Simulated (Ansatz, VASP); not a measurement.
# SnSe in VASP and in Ansatz

```
Sn Se
1.0
     0.00000    3.02993    3.02993
     3.02993    0.00000    3.02993
     3.02993    3.02993    0.00000
Sn Se
1 1
Direct
  0.00000 0.00000 0.00000
  0.50000 0.50000 0.50000
```

Alike in both runs: task single point; functional BHLYP; k mesh 4 × 4 × 4; occupations fermi-dirac, width 0.05 eV; no spin polarisation.

|  | VASP | Ansatz |
| --- | --- | --- |
| version | VASP 6.6.1 | Ansatz 0.2.0 |
| potentials or method | VASP PAW PBE potentials, release 64 (Sn_d, Se) | Ansatz PAW |
| plane-wave cutoff (eV) | 520 | 420 |
| valence electrons in the cell | 20 | 30 |

```tsv
	VASP	Ansatz	Ansatz less VASP
gap on the k mesh at the Fermi level (eV)	1.06	1.56	+0.504
least direct gap on the mesh (eV)	1.06	1.56	+0.504
pressure (GPa)	-0.3	2.1	+2.41
```

VASP's potentials were made for PBE, not for BHLYP. One of these differences is far larger than is usual between the two programs; its cause wasn't traced. VASP's potentials hold 20 valence electrons a cell and Ansatz's 30, so a difference there can come from the potentials and not from the codes.

The k mesh is coarse, so the values compare programs but aren't converged.
